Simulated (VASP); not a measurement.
# Ho4Ti (Fd-3m) in VASP: single point with PBE

Aim: the single point of Ho4Ti with PBE.

Program: VASP 6.6.1. These are calculated values, not measurements. Logs are shortened: lines on timing, memory, paths and dates and some standing lists are left out, and cuts for length are marked.

## (1) The cell of the first run

It takes space group Fd-3m (No. 227, cubic). The conventional cell has a = 10.484 Å, b = 10.484 Å, c = 10.484 Å, α = 90.00°, β = 90.00°, γ = 90.00°. Within 3.4 Å of Ho (site symmetry 3m) lie 1 Ti at 2.58 Å and 3 Ho at 3.20 Å. Within 3.4 Å of Ti (site symmetry -43m) lie 4 Ho at 2.58 Å.

The cell was generated, and may not be a known phase.

## (2) Single point, PBE

The input, INCAR:

```
PREC = Accurate
ENCUT = 500
EDIFF = 1E-6
ISMEAR = 0
SIGMA = 0.2
LREAL = F
LASPH = T
NELM = 200
ALGO = Normal
ISIF = 2
LWAVE = F
LCHARG = T
GGA = PE
LELF = T
LVHAR = T
NBANDS = 59
GGA_COMPAT = F
LMAXMIX = 6
```

The input, KPOINTS:

```
Automatic mesh
0
Gamma
  3 3 3
```

The input, POSCAR:

```
Ho4Ti
1.0
    0.0000000000      5.2419528816      5.2419528816
    5.2419528816      0.0000000000      5.2419528816
    5.2419528816      5.2419528816      0.0000000000
Ho Ti
8 2
Direct
    0.3578171297      0.3578171297      0.3578171297
    0.3578171297      0.3578171297      0.9265486109
    0.3578171297      0.9265486109      0.3578171297
    0.9265486109      0.3578171297      0.3578171297
    0.8921828703      0.8921828703      0.8921828703
    0.8921828703      0.8921828703      0.3234513891
    0.8921828703      0.3234513891      0.8921828703
    0.3234513891      0.8921828703      0.8921828703
    0.7500000000      0.7500000000      0.7500000000
    0.5000000000      0.5000000000      0.5000000000
```

Potentials or basis: VASP PAW PBE potentials, release 64 (Ho_3, Ti_sv), 4f in core.

Launch:

```
$ cat potpaw_PBE.64/Ho_3/POTCAR potpaw_PBE.64/Ti_sv/POTCAR > POTCAR
$ mpirun -np 1 vasp_std > vasp.out
```

OUTCAR:

```text
PREC = Accurate
   ENCUT = 500
   EDIFF = 1E-6
   ISMEAR = 0
   LREAL = F
   LASPH = T
   NELM = 200
   ISIF = 2
   GGA = PE

 ion  position               nearest neighbor table
   1  0.358  0.358  0.358-  10 2.58   3 3.20   4 3.20   2 3.20   7 3.72   8 3.72   6 3.72   7 3.72
                             6 3.72   8 3.72
   2  0.358  0.358  0.927-  10 2.58   3 3.20   4 3.20   1 3.20   7 3.72   8 3.72   5 3.72   5 3.72
                             8 3.72   7 3.72
   3  0.358  0.927  0.358-  10 2.58   2 3.20   4 3.20   1 3.20   6 3.72   8 3.72   5 3.72   5 3.72
                             8 3.72   6 3.72
   4  0.927  0.358  0.358-  10 2.58   2 3.20   3 3.20   1 3.20   6 3.72   7 3.72   5 3.72   5 3.72
                             7 3.72   6 3.72
   5  0.892  0.892  0.892-   9 2.58   7 3.20   8 3.20   6 3.20   3 3.72   4 3.72   2 3.72   4 3.72
                             2 3.72   3 3.72
   6  0.892  0.892  0.323-   9 2.58   7 3.20   8 3.20   5 3.20   4 3.72   3 3.72   1 3.72   1 3.72
                             3 3.72   4 3.72
   7  0.892  0.323  0.892-   9 2.58   6 3.20   8 3.20   5 3.20   4 3.72   2 3.72   1 3.72   1 3.72
                             2 3.72   4 3.72
   8  0.323  0.892  0.892-   9 2.58   6 3.20   7 3.20   5 3.20   3 3.72   2 3.72   1 3.72   1 3.72
                             2 3.72   3 3.72
   9  0.750  0.750  0.750-   5 2.58   6 2.58   7 2.58   8 2.58
  10  0.500  0.500  0.500-   1 2.58   2 2.58   3 2.58   4 2.58

  LATTYP: Found a face centered cubic cell.
 ALAT       =    10.4839057632

  Lattice vectors:

 A1 = (   0.0000000000,   5.2419528816,   5.2419528816)
 A2 = (   5.2419528816,   0.0000000000,   5.2419528816)
 A3 = (   5.2419528816,   5.2419528816,   0.0000000000)

Analysis of symmetry for initial positions (statically):
=====================================================================
 Subroutine PRICEL returns:
 Original cell was already a primitive cell.

 Routine SETGRP: Setting up the symmetry group for a
 face centered cubic supercell.

 Subroutine GETGRP returns: Found 48 space group operations
 (whereof 24 operations were pure point group operations)
 out of a pool of 48 trial point group operations.

The static configuration has the point symmetry T_d .
 The point group associated with its full space group is O_h .

Analysis of symmetry for dynamics (positions and initial velocities):
=====================================================================
 Subroutine PRICEL returns:
 Original cell was already a primitive cell.

 Routine SETGRP: Setting up the symmetry group for a
 face centered cubic supercell.

 Subroutine GETGRP returns: Found 48 space group operations
 (whereof 24 operations were pure point group operations)
 out of a pool of 48 trial point group operations.

The dynamic configuration has the point symmetry T_d .
 The point group associated with its full space group is O_h .

 Subroutine INISYM returns: Found 48 space group operations
 (whereof 24 operations are pure point group operations),
 and found     1 'primitive' translations

----------------------------------------------------------------------------------------

                                     Primitive cell

  volume of cell :     288.0775

  direct lattice vectors                    reciprocal lattice vectors
     0.000000000  5.241952882  5.241952882    -0.095384299  0.095384299  0.095384299
     5.241952882  0.000000000  5.241952882     0.095384299 -0.095384299  0.095384299
     5.241952882  5.241952882  0.000000000     0.095384299  0.095384299 -0.095384299

  length of vectors
     7.413240858  7.413240858  7.413240858     0.165210452  0.165210452  0.165210452

  position of ions in fractional coordinates (direct lattice)
     0.357817130  0.357817130  0.357817130
     0.357817130  0.357817130  0.926548611
     0.357817130  0.926548611  0.357817130
     0.926548611  0.357817130  0.357817130
     0.892182870  0.892182870  0.892182870
     0.892182870  0.892182870  0.323451389
     0.892182870  0.323451389  0.892182870
     0.323451389  0.892182870  0.892182870
     0.750000000  0.750000000  0.750000000
     0.500000000  0.500000000  0.500000000

  ion indices of the primitive-cell ions
   primitive index   ion index
                 1           1
                 2           2
                 3           3
                 4           4
                 5           5
                 6           6
                 7           7
                 8           8
                 9           9
                10          10

----------------------------------------------------------------------------------------

 KPOINTS: Automatic mesh

Automatic generation of k-mesh.
 Grid dimensions read from file:
 generate k-points for:    3    3    3

 Generating k-lattice:

  Cartesian coordinates                     Fractional coordinates (reciprocal lattice)
    -0.031794766  0.031794766  0.031794766     0.333333333  0.000000000  0.000000000
     0.031794766 -0.031794766  0.031794766     0.000000000  0.333333333  0.000000000
     0.031794766  0.031794766 -0.031794766     0.000000000  0.000000000  0.333333333

  Length of vectors
     0.055070151  0.055070151  0.055070151

  Shift w.r.t. Gamma in fractional coordinates (k-lattice)
     0.000000000  0.000000000  0.000000000

 Subroutine IBZKPT returns following result:
 ===========================================

 Found      4 irreducible k-points:

 Following reciprocal coordinates:
            Coordinates               Weight
  0.000000  0.000000  0.000000      1.000000
  0.333333  0.000000  0.000000      8.000000
  0.333333  0.333333  0.000000      6.000000
 -0.333333  0.333333  0.000000     12.000000
   k-points           NKPTS =      4   k-points in BZ     NKDIM =      4   number of bands    NBANDS=     59
   number of dos      NEDOS =    301   number of ions     NIONS =     10
   total plane-waves  NPLWV = 157464
   dimension x,y,z NGX =    54 NGY =   54 NGZ =   54
   dimension x,y,z NGXF=   108 NGYF=  108 NGZF=  108
   ions per type =               8   2
   NGX,Y,Z   is equivalent  to a cutoff of  12.11, 12.11, 12.11 a.u.
   NGXF,Y,Z  is equivalent  to a cutoff of  24.22, 24.22, 24.22 a.u.
 SYSTEM =  unknown system
   PREC   = accura    normal or accurate (medium, high low for compatibility)
   ISTART =      0    job   : 0-new  1-cont  2-samecut
   ICHARG =      2    charge: 1-file 2-atom 10-const
   ISPIN  =      1    spin polarized calculation?
   LNONCOLLINEAR =      F non collinear calculations
   LSORBIT =      F    spin-orbit coupling
   LASPH  =      T    aspherical Exc in radial PAW
   ENCUT  =  500.0 eV  36.75 Ry    6.06 a.u.  13.52 13.52 13.52*2*pi/ulx,y,z
   NELM   =    200;   NELMIN=  2; NELMDL= -5     # of ELM steps
   EDIFF  = 0.1E-05   stopping-criterion for ELM
   LREAL  =      F    real-space projection
[... 7 lines left out ...]
   TEBEG  =    0.0;   TEEND  =   0.0 temperature during run
   PSTRESS=    0.0 pullay stress
   NELECT =      96.0000    total number of electrons
   NUPDOWN=      -1.0000    fix difference up-down
   EMIN   =  10.00;   EMAX   =-10.00  energy-range for DOS
   EFERMI =   0.00;   METHOD = LEGACY
   ISMEAR =     0;   SIGMA  =   0.20  broadening in eV -4-tet -1-fermi 0-gaus
   EFERMI_NEDOS =   21; number of points for ismear=-14 and -15
   IALGO  =     38    algorithm
   IMIX   =      4    mixing-type and parameters
     AMIX     =   0.40;   BMIX     =  1.00
     AMIX_MAG =   1.60;   BMIX_MAG =  1.00
  volume/ion in A,a.u.               =      28.81       194.40
  Fermi-wavevector in a.u.,A,eV,Ry     =   1.134999  2.144837 17.527333  1.288223
  Thomas-Fermi vector in A             =   2.271703
   LORBIT       =      0    0 simple, 1 ext, 2 COOP (PROOUT), +10 PAW based schemes
   GGA     = PE    functional components
   LHFCALC =     F    Hartree Fock is set to
   AEXX    =    0.0000 exact exchange contribution
   IVDW    =     0    specifies the selected vdW correction
   LEPSILON=     F    determine dielectric tensor
   LRPA    =     F    only Hartree local field effects (RPA)
 non-spin polarized calculation
 Gauss-broadening in eV      SIGMA  =   0.20
  energy-cutoff  :      500.00
  volume of cell :      288.08
 maximum number of plane-waves:      7391
 NGX is ok and might be reduce to    54
   NGX = 27   NGY = 27   NGZ = 27

 number of electron      96.0000004 magnetization

 Free energy of the ion-electron system (eV)
  ---------------------------------------------------
  ext. energy  EPLUGINS =         0.00000000
  ---------------------------------------------------
  free energy    TOTEN  =       -44.95545415 eV

  energy without entropy =      -44.66294089  energy(sigma->0) =      -44.80919752

 E-fermi :   3.3482     XC(G=0):  -9.9236

 val. band max:        3.2433250002   @ k =  -0.3333   0.3333   0.0000
 cond. band min:       3.4302463622   @ k =  -0.3333   0.3333   0.0000
 fundamental gap:      0.1869213620
 Fermi energy:         3.3481671402

 k-point     1 :       0.0000    0.0000    0.0000
  band No.  band energies     occupation
      1     -53.2385      2.00000
      2     -53.2384      2.00000
      3     -29.6451      2.00000
      4     -29.6451      2.00000
      5     -29.6451      2.00000
      6     -29.6436      2.00000
[... 51 lines left out ...]
     58       4.8453      0.00000
     59       4.9163      0.00000

 k-point     2 :       0.3333    0.0000    0.0000
  band No.  band energies     occupation
      1     -53.2384      2.00000
      2     -53.2384      2.00000
      3     -29.6454      2.00000
      4     -29.6451      2.00000
      5     -29.6451      2.00000
      6     -29.6442      2.00000
[... 51 lines left out ...]
     58       5.0057      0.00000
     59       5.0613      0.00000

 k-point     3 :       0.3333    0.3333    0.0000
  band No.  band energies     occupation
      1     -53.2384      2.00000
      2     -53.2384      2.00000
      3     -29.6453      2.00000
      4     -29.6451      2.00000
      5     -29.6451      2.00000
      6     -29.6446      2.00000
[... 51 lines left out ...]
     58       4.7213      0.00000
     59       4.8663      0.00000

 k-point     4 :      -0.3333    0.3333    0.0000
  band No.  band energies     occupation
      1     -53.2384      2.00000
      2     -53.2384      2.00000
      3     -29.6460      2.00000
      4     -29.6451      2.00000
      5     -29.6446      2.00000
      6     -29.6440      2.00000
[... 51 lines left out ...]
     58       4.5485      0.00000
     59       4.8373      0.00000

------------------------ aborting loop because EDIFF is reached ----------------------------------------

  FORCE on cell =-STRESS in cart. coord.  units (eV):
  Direction    XX          YY          ZZ          XY          YZ          ZX
  --------------------------------------------------------------------------------------
  -------------------------------------------------------------------------------------
  Total        1.4126008      1.4126008      1.4126008      0.0000000     -0.0000000     -0.0000000
  in kB        7.8563476      7.8563476      7.8563476      0.0000000     -0.0000000     -0.0000000
  external PRESSURE =       7.8563476 kB  Pullay stress =       0.0000000 kB

 VOLUME and BASIS-vectors are now :
 -----------------------------------------------------------------------------
  energy-cutoff  :      500.00
  volume of cell :      288.08
      direct lattice vectors                 reciprocal lattice vectors
     0.000000000  5.241952882  5.241952882    -0.095384299  0.095384299  0.095384299
     5.241952882  0.000000000  5.241952882     0.095384299 -0.095384299  0.095384299
     5.241952882  5.241952882  0.000000000     0.095384299  0.095384299 -0.095384299

 POSITION                                       TOTAL-FORCE (eV/Angst)
 -----------------------------------------------------------------------------------
      3.75132      3.75132      3.75132        -0.008338     -0.008338     -0.008338
      6.73258      6.73258      3.75132         0.008338      0.008338     -0.008338
      6.73258      3.75132      6.73258         0.008338     -0.008338      0.008338
      3.75132      6.73258      6.73258        -0.008338      0.008338      0.008338
      9.35356      9.35356      9.35356         0.008338      0.008338      0.008338
      6.37230      6.37230      9.35356        -0.008338     -0.008338      0.008338
      6.37230      9.35356      6.37230        -0.008338      0.008338     -0.008338
      9.35356      6.37230      6.37230         0.008338     -0.008338     -0.008338
      7.86293      7.86293      7.86293         0.000000      0.000000      0.000000
      5.24195      5.24195      5.24195         0.000000      0.000000      0.000000
 -----------------------------------------------------------------------------------
    total drift:                                0.000000     -0.000000      0.000000

  FREE ENERGIE OF THE ION-ELECTRON SYSTEM (eV)
  ---------------------------------------------------
  free  energy   TOTEN  =       -44.9554541512 eV

  energy  without entropy=      -44.6629408937  energy(sigma->0) =      -44.80919752
```

It took 6.7 min on 1 thread of Intel Xeon Platinum 8259CL at 2.50GHz (Skylake/Cascade Lake), shared host; peak memory 0.41 GiB.

Results:

| Item | Value |
| --- | --- |
| Free energy | -44.9555 eV |
| Pressure | 0.8 GPa |
| Largest force | 0.014 eV/Å |
| Band gap on the k mesh | zero (bands 48 and 49 overlap by 0.19 eV) |

Forces on the atoms (eV/Å):
```
Ho  -0.008 -0.008 -0.008
Ho   0.008  0.008 -0.008
Ho   0.008 -0.008  0.008
Ho  -0.008  0.008  0.008
Ho   0.008  0.008  0.008
Ho  -0.008 -0.008  0.008
Ho  -0.008  0.008 -0.008
Ho   0.008 -0.008 -0.008
Ti   0.000  0.000  0.000
Ti   0.000  0.000  0.000
```

Caveat: spin-orbit coupling is left out, which moves the levels of the heavy elements; the 4f electrons are frozen in the core, so they carry no moment and show no levels. Spin polarisation is off, so any magnetic state and its effect on volume and gap are missing.

The gap in the log of VASP goes by the Fermi energy; the results here count the filled bands.